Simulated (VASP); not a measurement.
# TiO2 (R-3m) in VASP: notebook

The runs below take TiO2 through single point, with PBE, r2SCAN.

All numbers are computed with VASP 6.6.1; they aren't measurements. Logs are shortened: lines on timing, memory, paths and dates and some standing lists are left out, and cuts for length are marked.

### Step 1. The cell of the first run

The structure is trigonal, space group R-3m (No. 166). The conventional cell has a = 3.390 Å, b = 3.390 Å, c = 8.638 Å, α = 90.00°, β = 90.00°, γ = 120.00°. Ti (site symmetry -3m) has 8 O at 2.09 to 2.15 Å within 2.8 Å. Within 2.8 Å of O (site symmetry 3m) lie 4 Ti at 2.09 to 2.15 Å and 6 O at 2.42 to 2.44 Å.

### Step 2. Single point, PBE (strain along [111] +4.0%)

INCAR

```
PREC = Accurate
ENCUT = 520
EDIFF = 1E-7
ISMEAR = -1
SIGMA = 0.02
LREAL = False
LASPH = True
NELM = 80
ALGO = Normal
ISIF = 2
LWAVE = False
LCHARG = True
GGA = PE
LELF = True
LVHAR = True
NBANDS = 19
```

KPOINTS

```
Automatic mesh
0
Gamma
  10 10 10
```

POSCAR

```
TiO2
1.0
    0.0645545470      2.4613817874      2.4613817874
    2.4613817874      0.0645545470      2.4613817874
    2.4613817874      2.4613817874      0.0645545470
Ti O
1 2
Direct
    0.0000000000      0.0000000000      0.0000000000
    0.2490957144      0.2490957144      0.2490957144
    0.7509042856      0.7509042856      0.7509042856
```

Potentials or basis: VASP PAW PBE potentials, release 64 (Ti_sv, O).

On the command line:

```sh
$ cat potpaw_PBE.64/Ti_sv/POTCAR potpaw_PBE.64/O/POTCAR > POTCAR
$ mpirun -np 1 vasp_std > vasp.out
```

OUTCAR:

```text
PREC = Accurate
   ENCUT = 520
   EDIFF = 1E-7
   ISMEAR = -1
   LREAL = False
   LASPH = True
   NELM = 80
   ISIF = 2
   GGA = PE

 ion  position               nearest neighbor table
   1  0.000  0.000  0.000-   3 2.09   2 2.09   3 2.09   3 2.09   2 2.09   2 2.09   3 2.15   2 2.15

   2  0.249  0.249  0.249-   1 2.09   1 2.09   1 2.09   1 2.15
   3  0.751  0.751  0.751-   1 2.09   1 2.09   1 2.09   1 2.15

  LATTYP: Found a trigonal (rhomboedric) cell.
 ALAT       =     3.4815180448
 COS(alpha) =     0.5260460328

  Lattice vectors:

 A1 = (   0.0645545470,   2.4613817874,   2.4613817874)
 A2 = (   2.4613817874,   0.0645545470,   2.4613817874)
 A3 = (   2.4613817874,   2.4613817874,   0.0645545470)

Analysis of symmetry for initial positions (statically):
=====================================================================
 Subroutine PRICEL returns:
 Original cell was already a primitive cell.

 Routine SETGRP: Setting up the symmetry group for a
 trigonal (rhombohedral) supercell.

 Subroutine GETGRP returns: Found 12 space group operations
 (whereof 12 operations were pure point group operations)
 out of a pool of 12 trial point group operations.

The static configuration has the point symmetry D_3d.

Analysis of symmetry for dynamics (positions and initial velocities):
=====================================================================
 Subroutine PRICEL returns:
 Original cell was already a primitive cell.

 Routine SETGRP: Setting up the symmetry group for a
 trigonal (rhombohedral) supercell.

 Subroutine GETGRP returns: Found 12 space group operations
 (whereof 12 operations were pure point group operations)
 out of a pool of 12 trial point group operations.

The dynamic configuration has the point symmetry D_3d.

 Subroutine INISYM returns: Found 12 space group operations
 (whereof 12 operations are pure point group operations),
 and found     1 'primitive' translations

----------------------------------------------------------------------------------------

                                     Primitive cell

  volume of cell :      28.6510

  direct lattice vectors                    reciprocal lattice vectors
     0.064554547  2.461381787  2.461381787    -0.211309293  0.205908929  0.205908929
     2.461381787  0.064554547  2.461381787     0.205908929 -0.211309293  0.205908929
     2.461381787  2.461381787  0.064554547     0.205908929  0.205908929 -0.211309293

  length of vectors
[... 82 lines left out ...]
   ENCUT  =  520.0 eV  38.22 Ry    6.18 a.u.   6.47  6.47  6.47*2*pi/ulx,y,z
   NELM   =     80;   NELMIN=  2; NELMDL= -5     # of ELM steps
   EDIFF  = 0.1E-06   stopping-criterion for ELM
   LREAL  =      F    real-space projection
   EDIFFG = 0.1E-05   stopping-criterion for IOM
   NSW    =      0    number of steps for IOM
   IBRION =     -1    ionic relax: 0-MD 1-quasi-New 2-CG
   NFREE  =      0    steps in history (QN), initial steepest desc. (CG)
   ISIF   =      2    stress and relaxation
   ISYM   =      2    0-nonsym 1-usesym 2-fastsym
   POTIM  = 0.5000    time-step for ionic-motion
   TEBEG  =    0.0;   TEEND  =   0.0 temperature during run
   PSTRESS=    0.0 pullay stress
   NELECT =      24.0000    total number of electrons
   NUPDOWN=      -1.0000    fix difference up-down
   EMIN   =  10.00;   EMAX   =-10.00  energy-range for DOS
   EFERMI =   0.00;   METHOD = LEGACY
   ISMEAR =    -1;   SIGMA  =   0.02  broadening in eV -4-tet -1-fermi 0-gaus
   EFERMI_NEDOS =   21; number of points for ismear=-14 and -15
   IALGO  =     38    algorithm
   IMIX   =      4    mixing-type and parameters
     AMIX     =   0.40;   BMIX     =  1.00
     AMIX_MAG =   1.60;   BMIX_MAG =  1.00
  volume/ion in A,a.u.               =       9.55        64.45
  Fermi-wavevector in a.u.,A,eV,Ry     =   1.543234  2.916289 32.403236  2.381571
  Thomas-Fermi vector in A             =   2.648926
   LORBIT       =      0    0 simple, 1 ext, 2 COOP (PROOUT), +10 PAW based schemes
   GGA     = PE    functional components
   LHFCALC =     F    Hartree Fock is set to
   AEXX    =    0.0000 exact exchange contribution
   IVDW    =     0    specifies the selected vdW correction
   LEPSILON=     F    determine dielectric tensor
   LRPA    =     F    only Hartree local field effects (RPA)
 non-spin polarized calculation
  energy-cutoff  :      520.00
  volume of cell :       28.65
 maximum number of plane-waves:       785
 NGX is ok and might be reduce to    28
   NGX = 13   NGY = 13   NGZ = 13

 number of electron      23.9999998 magnetization

 Free energy of the ion-electron system (eV)
  ---------------------------------------------------
  ext. energy  EPLUGINS =         0.00000000
  ---------------------------------------------------
  free energy    TOTEN  =       -26.02498698 eV

  energy without entropy =      -26.02498698  energy(sigma->0) =      -26.02498698

 E-fermi :   7.4158     XC(G=0): -12.0234

 val. band max:        6.8810922084   @ k =   0.5000   0.5000  -0.0000
 cond. band min:       7.9863364080   @ k =   0.0000   0.0000   0.0000
 fundamental gap:      1.1052441996
 Fermi energy:         7.4158159322

 k-point     1 :       0.0000    0.0000    0.0000
  band No.  band energies     occupation
      1     -50.9466      2.00000
      2     -27.0329      2.00000
      3     -27.0307      2.00000
      4     -27.0307      2.00000
      5     -12.5486      2.00000
      6      -8.9617      2.00000
[... 505 lines left out ...]
      6     -10.1756      2.00000
[... 11 lines left out ...]
     18      17.2968      0.00000
     19      20.6274      0.00000

 [... further k-points ...]

------------------------ aborting loop because EDIFF is reached ----------------------------------------

  FORCE on cell =-STRESS in cart. coord.  units (eV):
  Direction    XX          YY          ZZ          XY          YZ          ZX
  --------------------------------------------------------------------------------------
  -------------------------------------------------------------------------------------
  Total       -0.5583623     -0.5583623     -0.5583623     -0.1296698     -0.1296698     -0.1296698
  in kB      -31.2238257    -31.2238257    -31.2238257     -7.2511856     -7.2511856     -7.2511856
  external PRESSURE =     -31.2238257 kB  Pullay stress =       0.0000000 kB

 VOLUME and BASIS-vectors are now :
 -----------------------------------------------------------------------------
  energy-cutoff  :      520.00
  volume of cell :       28.65
      direct lattice vectors                 reciprocal lattice vectors
     0.064554547  2.461381787  2.461381787    -0.211309293  0.205908929  0.205908929
     2.461381787  0.064554547  2.461381787     0.205908929 -0.211309293  0.205908929
     2.461381787  2.461381787  0.064554547     0.205908929  0.205908929 -0.211309293

 POSITION                                       TOTAL-FORCE (eV/Angst)
 -----------------------------------------------------------------------------------
      0.00000      0.00000      0.00000         0.000000      0.000000     -0.000000
      1.24232      1.24232      1.24232        -0.021087     -0.021087     -0.021087
      3.74500      3.74500      3.74500         0.021087      0.021087      0.021087
 -----------------------------------------------------------------------------------
    total drift:                                0.000000      0.000000      0.000000

  FREE ENERGIE OF THE ION-ELECTRON SYSTEM (eV)
  ---------------------------------------------------
  free  energy   TOTEN  =       -26.0249869843 eV

  energy  without entropy=      -26.0249869843  energy(sigma->0) =      -26.02498698
```

stdout:

```text
POSCAR found type information on POSCAR TiO
 POSCAR found :  2 types and       3 ions
 scaLAPACK will be used
 LDA part: xc-table for (Slater+PW92), standard interpolation
 POSCAR, INCAR and KPOINTS ok, starting setup
 FFT: planning ... GRIDC
 FFT: planning ... GRID_SOFT
 FFT: planning ... GRID
 WAVECAR not read
 entering main loop
```

Run time: 5 min. Hardware: 1 thread of AMD EPYC, shared host; peak memory 0.17 GiB.

What came out:

| Item | Value |
| --- | --- |
| Free energy | -26.0250 eV |
| Pressure | -3.1 GPa |
| Largest force | 0.037 eV/Å |
| Band gap on the k mesh | 1.11 eV (least direct gap 1.76 eV) |

Forces on the atoms (eV/Å):
```
Ti   0.000  0.000  0.000
O   -0.021 -0.021 -0.021
O    0.021  0.021  0.021
```

Caveat: the cell differs from its parent crystal (strain along [111] +4.0%); the cell stands under tension; the structure was generated, so it needn't be the stable form of TiO2. A k mesh can miss the band edges.

### Step 3. Single point, r2SCAN (strain along [111] +4.0%)

POSCAR is that of step 2.

INCAR.step1

```
  PREC = Accurate
  ENCUT = 520
  ISMEAR = 0
  SIGMA = 0.01
  LREAL = False
  LASPH = True
  NELM = 60
  NBANDS = 19
  GGA = PE
  ALGO = Normal
  EDIFF = 1E-4
  LWAVE = True
  LCHARG = False
```

INCAR.step2

```
  PREC = Accurate
  ENCUT = 520
  EDIFF = 1E-6
  ISMEAR = 0
  SIGMA = 0.01
  LREAL = False
  LASPH = True
  NELM = 60
  ALGO = Normal
  ISIF = 2
  LWAVE = False
  LCHARG = False
  METAGGA = R2SCAN
  LMIXTAU = True
  NBANDS = 19
  ISTART = 1
```

KPOINTS is that of step 2.

Potentials or basis: VASP PAW PBE potentials, release 64 (Ti_sv, O).

On the command line:

```sh
$ cat potpaw_PBE.64/Ti_sv/POTCAR potpaw_PBE.64/O/POTCAR > POTCAR
$ cp INCAR.step1 INCAR
$ mpirun -np 1 vasp_std > vasp.out
$ cp INCAR.step2 INCAR
$ mpirun -np 1 vasp_std > vasp.out
```

Wall time 13 min (1 thread of AMD EPYC, shared host); peak memory 0.18 GiB.

It converged, with:

```
Free energy            : -34.0712 eV
Pressure               : -8.5 GPa
Largest force          : 0.011 eV/Å
Band gap on the k mesh : 1.51 eV (least direct gap 2.16 eV)
```

Forces on the atoms (eV/Å):
```
Ti   0.000  0.000  0.000
O   -0.006 -0.006 -0.006
O    0.006  0.006  0.006
```

Stress tensor (GPa, compression positive):
```
-8.51 -0.78 -0.78
-0.78 -8.51 -0.78
-0.78 -0.78 -8.51
```

Levels at points of the mesh, in eV from the valence-band top:
| k point | band 8 | band 9 | band 10 | band 11 | band 12 | band 13 | band 14 | band 15 | band 16 | band 17 |
| --- | --- | --- | --- | --- | --- | --- | --- | --- | --- | --- |
| (0.00, 0.00, 0.00) | -5.86 | -5.86 | -0.91 | -0.91 | -0.78 | 1.51 | 1.51 | 5.29 | 5.49 | 5.49 |
| (0.50, 0.00, 0.00) | -4.77 | -3.37 | -3.32 | -2.58 | -2.46 | 1.76 | 1.87 | 3.03 | 4.95 | 5.08 |
| (0.50, 0.50, 0.00) | -4.68 | -4.48 | -2.23 | -1.88 | 0.00 | 2.16 | 2.17 | 2.94 | 4.15 | 4.44 |
| (0.50, 0.50, 0.50) | -4.82 | -3.33 | -3.12 | -2.48 | -2.48 | 1.76 | 1.76 | 2.73 | 5.18 | 5.18 |

Caveat: the cell differs from its parent crystal (strain along [111] +4.0%); the cell stands under tension; the structure was generated, so it needn't be the stable form of TiO2; the PAW data sets were made with another functional, which shifts forces and pressure a little. A k mesh can miss the band edges.
